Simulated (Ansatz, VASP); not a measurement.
**Two plane-wave programs on Si3Ru**

The input INCAR:

```
SYSTEM = Si3Ru
PREC = Accurate
ENCUT = 520
EDIFF = 1E-7
ISMEAR = 0
SIGMA = 0.1
LREAL = .FALSE.
LASPH = .TRUE.
NELM = 80
ALGO = Normal
ISIF = 2
LWAVE = .FALSE.
LCHARG = .FALSE.
GGA = PE
NBANDS = 21
```

File KPOINTS:

```
regular mesh
0
G
  4 4 4
  0 0 0
```

File POSCAR:

```
Si3Ru
1.0
    3.8189930400      0.0000000000      0.0000000000
    0.0000000000      3.8189930400      0.0000000000
    0.0000000000      0.0000000000      3.8189930400
Si Ru
3 1
Direct
    0.0000000000      0.5000000000      0.5000000000
    0.5000000000      0.0000000000      0.5000000000
    0.5000000000      0.5000000000      0.0000000000
    0.0000000000      0.0000000000      0.0000000000
```

Input for Ansatz:

```yaml
crystal:
  lattice:
    - [3.81899304, 0.0, 0.0]
    - [0.0, 3.81899304, 0.0]
    - [0.0, 0.0, 3.81899304]
  atoms:
    - { symbol: Si, position: [0.0, 0.5, 0.5] }
    - { symbol: Si, position: [0.5, 0.0, 0.5] }
    - { symbol: Si, position: [0.5, 0.5, 0.0] }
    - { symbol: Ru, position: [0.0, 0.0, 0.0] }
basis:
  ecutwfc: 420
kpoints:
  mp_grid: { grid: [4, 4, 4] }
hamiltonian:
  xc: pbe
scf:
  occupations: { method: gaussian, width: 0.1 }
  lower_state_search: "off"
output:
  forces: true
  stress: true
  eigenvalues: true
```

Change from the starting cell: species swapped into the HoIn3 type (Pm-3m, No. 221).

Alike in both runs: task single point; functional PBE; k mesh 4 × 4 × 4; occupations gaussian, width 0.1 eV; no spin polarisation.

|  | VASP | Ansatz |
| --- | --- | --- |
| version | VASP 6.6.1 | Ansatz 0.2.0 |
| potentials or method | VASP PAW PBE potentials, release 64 (Si, Ru_pv), cutoff 520 eV | scalar-relativistic, plane waves, PAW |
| valence electrons in the cell | 26 | 28 |

|  | VASP | Ansatz | Ansatz less VASP |
| --- | --- | --- | --- |
| gap on the k mesh at the Fermi level (eV) | none | none | - |
| pressure (GPa) | -4.0 | -3.9 | +0.05 |

A gap of «none» marks a metal or a gap that the smearing closes. VASP's potentials hold 26 valence electrons a cell and Ansatz's 28, so a difference there can come from the potentials and not from the codes.

The k mesh is coarse, so the values compare programs but aren't converged.
